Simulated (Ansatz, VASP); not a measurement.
Two plane-wave programs on GaSb3

Contents of INCAR:

```
SYSTEM = GaSb3
ALGO = Normal
EDIFF = 1E-6
ENCUT = 520
GGA = PS
ISIF = 2
ISMEAR = 0
IVDW = 12
LASPH = .TRUE.
LCHARG = .FALSE.
LREAL = .FALSE.
LWAVE = .FALSE.
NBANDS = 22
NELM = 60
PREC = Accurate
SIGMA = 0.15
```

File KPOINTS:

```
k-points
0
G
  10 10 10
  0 0 0
```

File POSCAR:

```
GaSb3
1.0
    0.0000000000      3.5857729617      3.5857729617
    3.5857729617      0.0000000000      3.5857729617
    3.5857729617      3.5857729617      0.0000000000
Ga Sb
1 3
Direct
    0.0000000000      0.0000000000      0.0000000000
    0.2614340758      0.2385659242      0.2385659242
    0.7385659242      0.7614340758      0.7614340758
    0.5000000000      0.5000000000      0.5000000000
```

Input for Ansatz:

```yaml
crystal:
  lattice:
    - [0.0, 3.5857729617, 3.5857729617]
    - [3.5857729617, 0.0, 3.5857729617]
    - [3.5857729617, 3.5857729617, 0.0]
  atoms:
    - { symbol: Ga, position: [0.0, 0.0, 0.0] }
    - { symbol: Sb, position: [0.2614340758, 0.2385659242, 0.2385659242] }
    - { symbol: Sb, position: [0.7385659242, 0.7614340758, 0.7614340758] }
    - { symbol: Sb, position: [0.5, 0.5, 0.5] }
basis:
  ecutwfc: 420
kpoints:
  mp_grid: { grid: [10, 10, 10] }
hamiltonian:
  xc: pbesol
  pseudopotentials: { kind: paw, azcp: { folder: soft_1 } }
  dispersion: d3bj
scf:
  occupations: { method: gaussian, width: 0.15 }
output:
  forces: true
  stress: true
  eigenvalues: true
```

Change from the starting cell: mode 4 frozen in at -0.082 Å and mode 7 at -0.000 Å (largest displacements).

Alike in both runs: task single point; functional PBEsol; dispersion D3(BJ); k mesh 10 × 10 × 10; occupations gaussian, width 0.15 eV; no spin polarisation.

```csv
,VASP,Ansatz
version,VASP 6.6.1,Ansatz 0.2.0
potentials or method,"VASP PAW PBE potentials, release 64 (Ga_d, Sb), cutoff 520 eV","scalar-relativistic, plane waves, PAW"
valence electrons in the cell,28,58
```

Ansatz gave:

| Item | Value |
| --- | --- |
| gap on the k mesh at the Fermi level (eV) | none |
| pressure (GPa) | 0.3 |
| traceless stress, the component that is largest in VASP (GPa) | -0.71 |
| rms of the force components (eV/Å) | 0.141 |

Task: Estimate VASP's values.

Result: gap on the k mesh at the Fermi level (eV): none; pressure (GPa): 0.4; traceless stress, the component that is largest in VASP (GPa): -0.73; rms of the force components (eV/Å): 0.143.

VASP's potentials were made for PBE, not for PBEsol, and Ansatz warns of the same on its side. Atom by atom the forces differ by 0.003 eV/Å (rms over components). A gap of «none» marks a metal or a gap that the smearing closes. VASP's potentials hold 28 valence electrons a cell and Ansatz's 58, so a difference there can come from the potentials and not from the codes.

Spin-orbit coupling is off throughout.
